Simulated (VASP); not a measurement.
# WC (P-6m2) in VASP: notebook

The runs below take WC through single point, with PBEsol.

Program: VASP 6.6.1. These are calculated values, not measurements. Logs are shortened: lines on timing, memory, paths and dates and some standing lists are left out, and cuts for length are marked.

## 1. The cell of the first run

It takes space group P-6m2 (No. 187, hexagonal). Conventional cell: a = 2.866 Å, b = 2.866 Å, c = 2.955 Å, α = 90.00°, β = 90.00°, γ = 120.00°. W (site symmetry -6m2) has 6 C at 2.22 Å and 8 W at 2.87 to 2.96 Å within 3.0 Å. Within 3.0 Å of C (site symmetry -6m2) lie 6 W at 2.22 Å and 8 C at 2.87 to 2.96 Å.

## 2. Single point, PBEsol (uniaxial strain along c: +4.5 %)

Contents of INCAR:

```
SYSTEM = WC
ALGO = Normal
EDIFF = 1E-7
ENCUT = 520
GGA = PS
ISIF = 2
ISMEAR = 0
LASPH = .True.
LCHARG = .True.
LELF = .True.
LREAL = .False.
LVHAR = .True.
LWAVE = .False.
NBANDS = 16
NELM = 80
PREC = Accurate
SIGMA = 0.1
```

Contents of KPOINTS:

```
k-points
0
Gamma
  24 24 18
  0 0 0
```

Contents of POSCAR:

```
WC
1.0
    2.8658708963      0.0000000000      0.0000000000
   -1.4329354481      2.4819170001      0.0000000000
    0.0000000000      0.0000000000      2.9550059140
W C
1 1
Direct
    0.0000000017     -0.0000000017      0.0000000000
    0.6666666650      0.3333333350      0.5000000000
```

Potentials or basis: VASP PAW PBE potentials, release 64 (W_sv, C).

Command:

```
cat potpaw_PBE.64/W_sv/POTCAR potpaw_PBE.64/C/POTCAR > POTCAR
mpirun -np 1 vasp_std > vasp.out
```

OUTCAR:

```text
SYSTEM = WC
   EDIFF = 1E-7
   ENCUT = 520
   GGA = PS
   ISIF = 2
   ISMEAR = 0
   LASPH = .True.
   LREAL = .False.
   NELM = 80
   PREC = Accurate

 ion  position               nearest neighbor table
   1  0.000  1.000  0.000-   2 2.22   2 2.22   2 2.22   2 2.22   2 2.22   2 2.22
   2  0.667  0.333  0.500-   1 2.22   1 2.22   1 2.22   1 2.22   1 2.22   1 2.22

  LATTYP: Found a hexagonal cell.
 ALAT       =     2.8658708963
 C/A-ratio  =     1.0311022446

  Lattice vectors:

 A1 = (   2.8658708963,   0.0000000000,   0.0000000000)
 A2 = (  -1.4329354481,   2.4819170001,   0.0000000000)
 A3 = (   0.0000000000,   0.0000000000,   2.9550059140)

Analysis of symmetry for initial positions (statically):
=====================================================================
 Subroutine PRICEL returns:
 Original cell was already a primitive cell.

 Routine SETGRP: Setting up the symmetry group for a
 hexagonal supercell.

 Subroutine GETGRP returns: Found 12 space group operations
 (whereof 12 operations were pure point group operations)
 out of a pool of 24 trial point group operations.

The static configuration has the point symmetry D_3h.

Analysis of symmetry for dynamics (positions and initial velocities):
=====================================================================
 Subroutine PRICEL returns:
 Original cell was already a primitive cell.

 Routine SETGRP: Setting up the symmetry group for a
 hexagonal supercell.

 Subroutine GETGRP returns: Found 12 space group operations
 (whereof 12 operations were pure point group operations)
 out of a pool of 24 trial point group operations.

The dynamic configuration has the point symmetry D_3h.

 Subroutine INISYM returns: Found 12 space group operations
 (whereof 12 operations are pure point group operations),
 and found     1 'primitive' translations

----------------------------------------------------------------------------------------

                                     Primitive cell

  volume of cell :      21.0185

  direct lattice vectors                    reciprocal lattice vectors
     2.865870896  0.000000000  0.000000000     0.348934071  0.201457180  0.000000000
    -1.432935448  2.481917000  0.000000000     0.000000000  0.402914360  0.000000000
     0.000000000  0.000000000  2.955005914     0.000000000  0.000000000  0.338408798

  length of vectors
     2.865870896  2.865870896  2.955005914     0.402914360  0.402914360  0.338408798

  position of ions in fractional coordinates (direct lattice)
     0.000000002  0.999999998  0.000000000
     0.666666665  0.333333335  0.500000000

  ion indices of the primitive-cell ions
   primitive index   ion index
                 1           1
                 2           2

----------------------------------------------------------------------------------------

 KPOINTS: k-points

Automatic generation of k-mesh.
 Grid dimensions read from file:
 generate k-points for:   24   24   18

 Generating k-lattice:

  Cartesian coordinates                     Fractional coordinates (reciprocal lattice)
     0.014538920  0.008394049  0.000000000     0.041666667 -0.000000000  0.000000000
     0.000000000  0.016788098  0.000000000     0.000000000  0.041666667  0.000000000
     0.000000000  0.000000000  0.018800489     0.000000000  0.000000000  0.055555556

  Length of vectors
     0.016788098  0.016788098  0.018800489

  Shift w.r.t. Gamma in fractional coordinates (k-lattice)
     0.000000000  0.000000000  0.000000000

 Subroutine IBZKPT returns following result:
 ===========================================

 Found    610 irreducible k-points:

 Following reciprocal coordinates:
            Coordinates               Weight
  0.000000  0.000000  0.000000      1.000000
  0.041667 -0.000000  0.000000      6.000000
  0.083333  0.000000  0.000000      6.000000
  0.125000  0.000000  0.000000      6.000000
  0.166667 -0.000000  0.000000      6.000000
  0.208333  0.000000  0.000000      6.000000
[... 16 lines left out ...]
  0.416667  0.041667  0.000000     12.000000
  0.458333  0.041667  0.000000     12.000000
 [... further k-points ...]
   k-points           NKPTS =    610   k-points in BZ     NKDIM =    610   number of bands    NBANDS=     16
   number of dos      NEDOS =    301   number of ions     NIONS =      2
   total plane-waves  NPLWV =  13824
   dimension x,y,z NGX =    24 NGY =   24 NGZ =   24
   dimension x,y,z NGXF=    48 NGYF=   48 NGZF=   48
   ions per type =               1   1
   NGX,Y,Z   is equivalent  to a cutoff of  13.92, 13.92, 13.50 a.u.
   NGXF,Y,Z  is equivalent  to a cutoff of  27.84, 27.84, 27.00 a.u.
 SYSTEM =  WC
   PREC   = accura    normal or accurate (medium, high low for compatibility)
   ISTART =      0    job   : 0-new  1-cont  2-samecut
   ICHARG =      2    charge: 1-file 2-atom 10-const
   ISPIN  =      1    spin polarized calculation?
   LNONCOLLINEAR =      F non collinear calculations
   LSORBIT =      F    spin-orbit coupling
   LASPH  =      T    aspherical Exc in radial PAW
   ENCUT  =  520.0 eV  38.22 Ry    6.18 a.u.   5.33  5.33  5.49*2*pi/ulx,y,z
   NELM   =     80;   NELMIN=  2; NELMDL= -5     # of ELM steps
   EDIFF  = 0.1E-06   stopping-criterion for ELM
   LREAL  =      F    real-space projection
   EDIFFG = 0.1E-05   stopping-criterion for IOM
   NSW    =      0    number of steps for IOM
   IBRION =     -1    ionic relax: 0-MD 1-quasi-New 2-CG
   NFREE  =      0    steps in history (QN), initial steepest desc. (CG)
   ISIF   =      2    stress and relaxation
   ISYM   =      2    0-nonsym 1-usesym 2-fastsym
   POTIM  = 0.5000    time-step for ionic-motion
   TEBEG  =    0.0;   TEEND  =   0.0 temperature during run
   PSTRESS=    0.0 pullay stress
   NELECT =      18.0000    total number of electrons
   NUPDOWN=      -1.0000    fix difference up-down
   EMIN   =  10.00;   EMAX   =-10.00  energy-range for DOS
   EFERMI =   0.00;   METHOD = LEGACY
   ISMEAR =     0;   SIGMA  =   0.10  broadening in eV -4-tet -1-fermi 0-gaus
   EFERMI_NEDOS =   21; number of points for ismear=-14 and -15
   IALGO  =     38    algorithm
   IMIX   =      4    mixing-type and parameters
     AMIX     =   0.40;   BMIX     =  1.00
     AMIX_MAG =   1.60;   BMIX_MAG =  1.00
  volume/ion in A,a.u.               =      10.51        70.92
  Fermi-wavevector in a.u.,A,eV,Ry     =   1.554646  2.937855 32.884261  2.416925
  Thomas-Fermi vector in A             =   2.658702
   LORBIT       =      0    0 simple, 1 ext, 2 COOP (PROOUT), +10 PAW based schemes
   GGA     = PS    functional components
   LHFCALC =     F    Hartree Fock is set to
   AEXX    =    0.0000 exact exchange contribution
   IVDW    =     0    specifies the selected vdW correction
   LEPSILON=     F    determine dielectric tensor
   LRPA    =     F    only Hartree local field effects (RPA)
 non-spin polarized calculation
 Gauss-broadening in eV      SIGMA  =   0.10
  energy-cutoff  :      520.00
  volume of cell :       21.02
 maximum number of plane-waves:       587
 NGX is ok and might be reduce to    24
   NGX = 11   NGY = 11   NGZ = 11

 number of electron      17.9999999 magnetization

 Free energy of the ion-electron system (eV)
  ---------------------------------------------------
  ext. energy  EPLUGINS =         0.00000000
  ---------------------------------------------------
  free energy    TOTEN  =       -23.79354517 eV

  energy without entropy =      -23.79243715  energy(sigma->0) =      -23.79299116

 E-fermi :  10.7142     XC(G=0): -13.8696

 val. band max:       10.6940214170   @ k =   0.0417  -0.0000   0.2222
 cond. band min:      10.7218556023   @ k =   0.3750   0.1667   0.0000
 fundamental gap:      0.0278341853
 Fermi energy:        10.7142070042

 k-point     1 :       0.0000    0.0000    0.0000
  band No.  band energies     occupation
      1     -63.2260      2.00000
      2     -27.3182      2.00000
      3     -27.0338      2.00000
      4     -27.0338      2.00000
      5      -3.5583      2.00000
      6       6.3659      2.00000
[... 8 lines left out ...]
     15      24.6359      0.00000
     16      27.7673      0.00000

 k-point     2 :       0.0417   -0.0000    0.0000
  band No.  band energies     occupation
      1     -63.2249      2.00000
      2     -27.3159      2.00000
      3     -27.0503      2.00000
      4     -27.0375      2.00000
      5      -3.5111      2.00000
      6       6.4008      2.00000
[... 8 lines left out ...]
     15      24.5624      0.00000
     16      27.8680      0.00000

 k-point     3 :       0.0833    0.0000    0.0000
  band No.  band energies     occupation
      1     -63.2215      2.00000
      2     -27.3094      2.00000
      3     -27.0985      2.00000
      4     -27.0484      2.00000
      5      -3.3715      2.00000
      6       6.4905      2.00000
[... 8 lines left out ...]
     15      24.4023      0.00000
     16      28.1631      0.00000

 k-point     4 :       0.1250    0.0000    0.0000
  band No.  band energies     occupation
      1     -63.2160      2.00000
      2     -27.2990      2.00000
      3     -27.1745      2.00000
      4     -27.0656      2.00000
      5      -3.1457      2.00000
      6       6.5548      2.00000
[... 8 lines left out ...]
     15      24.2660      0.00000
     16      28.6347      0.00000
[... 324 lines left out ...]
 k-point    22 :       0.3750    0.0417    0.0000
  band No.  band energies     occupation
      1     -63.1634      2.00000
      2     -27.8520      2.00000
      3     -27.2352      2.00000
      4     -27.1989      2.00000
      5      -0.5228      2.00000
      6       4.2470      2.00000
[... 8 lines left out ...]
     15      24.8113      0.00000
     16      28.2187      0.00000

 k-point    23 :       0.4167    0.0417    0.0000
  band No.  band energies     occupation
      1     -63.1589      2.00000
      2     -27.9073      2.00000
      3     -27.2494      2.00000
      4     -27.1903      2.00000
      5      -0.2090      2.00000
      6       4.0174      2.00000
[... 8 lines left out ...]
     15      24.0020      0.00000
     16      28.7585      0.00000

 k-point    24 :       0.4583    0.0417    0.0000
  band No.  band energies     occupation
      1     -63.1566      2.00000
      2     -27.9358      2.00000
      3     -27.2567      2.00000
      4     -27.1858      2.00000
      5      -0.0327      2.00000
      6       3.8910      2.00000
[... 8 lines left out ...]
     15      23.5349      0.00000
     16      29.0735      0.00000

 [... further k-points ...]
[... 5 lines left out ...]
  --------------------------------------------------------------------------------------
  -------------------------------------------------------------------------------------
  Total        0.5862501      0.5862501     -4.5595712      0.0000000     -0.0000000      0.0000000
  in kB       44.6880393     44.6880393   -347.5620539      0.0000000     -0.0000000      0.0000000
  external PRESSURE =     -86.0619917 kB  Pullay stress =       0.0000000 kB

 VOLUME and BASIS-vectors are now :
 -----------------------------------------------------------------------------
  energy-cutoff  :      520.00
  volume of cell :       21.02
      direct lattice vectors                 reciprocal lattice vectors
     2.865870896  0.000000000  0.000000000     0.348934071  0.201457180  0.000000000
    -1.432935448  2.481917000  0.000000000     0.000000000  0.402914360  0.000000000
     0.000000000  0.000000000  2.955005914     0.000000000  0.000000000  0.338408798

 POSITION                                       TOTAL-FORCE (eV/Angst)
 -----------------------------------------------------------------------------------
     -1.43294      2.48192      0.00000        -0.000000      0.000000      0.000000
      1.43294      0.82731      1.47750         0.000000     -0.000000      0.000000
 -----------------------------------------------------------------------------------
    total drift:                               -0.000005      0.000003     -0.000000

  FREE ENERGIE OF THE ION-ELECTRON SYSTEM (eV)
  ---------------------------------------------------
  free  energy   TOTEN  =       -23.7935451694 eV

  energy  without entropy=      -23.7924371510  energy(sigma->0) =      -23.79299116
```

Run time: 71 s. Hardware: 1 thread of Intel Xeon Platinum 8488C (Sapphire Rapids), shared host; peak memory 0.31 GiB.

Results:

```
Free energy            : -23.7935 eV
Pressure               : -8.6 GPa
Band gap on the k mesh : zero (bands 9 and 10 overlap by 1.18 eV)
```

Levels at points of the mesh, in eV from the Fermi level:
| k point | band 7 | band 8 | band 9 | band 10 | band 11 | band 12 |
| --- | --- | --- | --- | --- | --- | --- |
| (0.00, 0.00, 0.00) | -2.86 | -2.86 | -0.37 | 3.13 | 3.13 | 5.40 |
| (0.50, 0.00, 0.00) | -4.09 | -3.53 | -0.04 | 2.13 | 4.84 | 5.40 |
| (0.00, 0.00, 0.50) | -1.40 | -1.40 | -0.59 | -0.59 | 2.66 | 4.79 |
| (0.50, 0.00, 0.50) | -4.26 | -3.81 | 0.18 | 4.74 | 4.81 | 6.51 |

Caveat: the cell differs from its parent crystal (uniaxial strain along c: +4.5 %); the cell stands under tension; the PAW data sets were made with another functional, which shifts forces and pressure a little; spin-orbit coupling is left out, which moves the levels of the heavy elements.

## 3. Single point, PBEsol (strain along c alone, the other axes held: -3.0 %)

Contents of INCAR:

```
SYSTEM = WC
PREC = Accurate ; ENCUT = 910
EDIFF = 1E-6 ; ISMEAR = 0
SIGMA = 0.1 ; LREAL = .False.
LASPH = .True. ; NELM = 120
ALGO = Normal ; ISIF = 2
LWAVE = .False. ; LCHARG = .False.
GGA = PS ; NBANDS = 16
GGA_COMPAT = .False.
```

Contents of KPOINTS:

```
Automatic mesh
0
Gamma
  24 24 18
  0 0 0
```

Contents of POSCAR:

```
WC
1.0
    2.8984787829      0.0000000000      0.0000000000
   -1.4492393914      2.5101562583      0.0000000000
    0.0000000000      0.0000000000      2.7429241495
W C
1 1
Direct
    0.0000000000      0.0000000000      0.0000000000
    0.6666666667      0.3333333333      0.5000000000
```

Potentials or basis: VASP PAW PBE potentials, release 64 (W_sv, C_h).

Command:

```
cat potpaw_PBE.64/W_sv/POTCAR potpaw_PBE.64/C_h/POTCAR > POTCAR
mpirun -np 1 vasp_std > vasp.out
```

OUTCAR:

```text
SYSTEM = WC
   PREC = Accurate
   ENCUT = 910
   EDIFF = 1E-6
   ISMEAR = 0
   LREAL = .False.
   LASPH = .True.
   NELM = 120
   ISIF = 2
   GGA = PS

 ion  position               nearest neighbor table
   1  0.000  0.000  0.000-   2 2.16   2 2.16   2 2.16   2 2.16   2 2.16   2 2.16
   2  0.667  0.333  0.500-   1 2.16   1 2.16   1 2.16   1 2.16   1 2.16   1 2.16

  LATTYP: Found a hexagonal cell.
 ALAT       =     2.8984787829
 C/A-ratio  =     0.9463323195

  Lattice vectors:

 A1 = (   2.8984787829,   0.0000000000,   0.0000000000)
 A2 = (  -1.4492393914,   2.5101562583,   0.0000000000)
[... 627 lines left out ...]
      5       0.5022      2.00000
      6       4.5984      2.00000
[... 8 lines left out ...]
     15      25.3077      0.00000
     16      30.0382      0.00000

 [... further k-points ...]
[... 5 lines left out ...]
  --------------------------------------------------------------------------------------
  -------------------------------------------------------------------------------------
  Total        0.9392366      0.9392366      4.2528852      0.0000000      0.0000000      0.0000000
  in kB       75.4051332     75.4051332    341.4361955      0.0000000      0.0000000      0.0000000
  external PRESSURE =     164.0821540 kB  Pullay stress =       0.0000000 kB

 VOLUME and BASIS-vectors are now :
 -----------------------------------------------------------------------------
  energy-cutoff  :      910.00
  volume of cell :       19.96
      direct lattice vectors                 reciprocal lattice vectors
     2.898478783  0.000000000  0.000000000     0.345008563  0.199190787  0.000000000
    -1.449239391  2.510156258  0.000000000     0.000000000  0.398381574  0.000000000
     0.000000000  0.000000000  2.742924149     0.000000000  0.000000000  0.364574427

 POSITION                                       TOTAL-FORCE (eV/Angst)
 -----------------------------------------------------------------------------------
      0.00000      0.00000      0.00000        -0.000000      0.000000      0.000000
      1.44924      0.83672      1.37146         0.000000     -0.000000      0.000000
 -----------------------------------------------------------------------------------
    total drift:                               -0.000000      0.000000      0.000000

  FREE ENERGIE OF THE ION-ELECTRON SYSTEM (eV)
  ---------------------------------------------------
  free  energy   TOTEN  =       -23.8405834462 eV

  energy  without entropy=      -23.8392580019  energy(sigma->0) =      -23.83992072
```

OSZICAR:

```text
N       E                     dE             d eps       ncg     rms          rms(c)
DAV:   1     0.147855962677E+03    0.14786E+03   -0.13128E+04 19520   0.188E+03
DAV:   2    -0.212779501793E+02   -0.16913E+03   -0.16314E+03 23456   0.437E+02
DAV:   3    -0.266996263889E+02   -0.54217E+01   -0.53745E+01 21648   0.684E+01
DAV:   4    -0.267378485818E+02   -0.38222E-01   -0.38215E-01 25256   0.627E+00
DAV:   5    -0.267380752866E+02   -0.22670E-03   -0.22670E-03 21848   0.491E-01    0.360E+01
DAV:   6    -0.239214304797E+02    0.28166E+01   -0.50753E+00 27632   0.248E+01    0.105E+01
DAV:   7    -0.238716056662E+02    0.49825E-01   -0.36138E-01 19952   0.488E+00    0.671E+00
DAV:   8    -0.238417263928E+02    0.29879E-01   -0.55475E-02 22904   0.199E+00    0.948E-01
DAV:   9    -0.238406725052E+02    0.10539E-02   -0.26607E-03 21624   0.401E-01    0.934E-02
DAV:  10    -0.238405844305E+02    0.88075E-04   -0.32227E-04 23440   0.212E-01    0.320E-02
DAV:  11    -0.238405843855E+02    0.45049E-07   -0.13272E-05 23544   0.365E-02    0.810E-03
DAV:  12    -0.238405834462E+02    0.93928E-06   -0.25979E-06 20864   0.142E-02
   1 F= -.23840583E+02 E0= -.23839921E+02  d E =-.132544E-02
```

stdout:

```text
POSCAR found type information on POSCAR W C
 POSCAR found :  2 types and       2 ions
 scaLAPACK will be used
 -----------------------------------------------------------------------------
|                                                                             |
|                                                                             |
|     You enforced a specific xc type in the INCAR file but a different       |
|     I HOPE YOU KNOW WHAT YOU ARE DOING!                                     |
|                                                                             |
 -----------------------------------------------------------------------------

 LDA part: xc-table for (Slater+PW92), standard interpolation
 POSCAR, INCAR and KPOINTS ok, starting setup
 FFT: planning ... GRIDC
 FFT: planning ... GRID_SOFT
 FFT: planning ... GRID
 WAVECAR not read
 entering main loop
```

Wall time 2.5 min (1 thread of Intel Xeon 6975P-C (Granite Rapids), shared host); peak memory 0.53 GiB.

Results:

* Free energy: -23.8406 eV
* Pressure: 16.4 GPa
* Band gap on the k mesh: zero (bands 9 and 10 overlap by 1.53 eV)

Stress tensor (GPa, compression positive):
```
 7.54  0.00  0.00
 0.00  7.54  0.00
 0.00  0.00 34.14
```

Caveat: the cell differs from its parent crystal (strain along c alone, the other axes held: -3.0 %); the cutoff is under 1.25 times the usual one of these potentials, so pressure, stress and relaxed cells hold a basis-set (Pulay) error; the cell stands under pressure; the PAW data sets were made with another functional, which shifts forces and pressure a little; spin-orbit coupling is left out, which moves the levels of the heavy elements.

(Continued in part 2 of 2.)
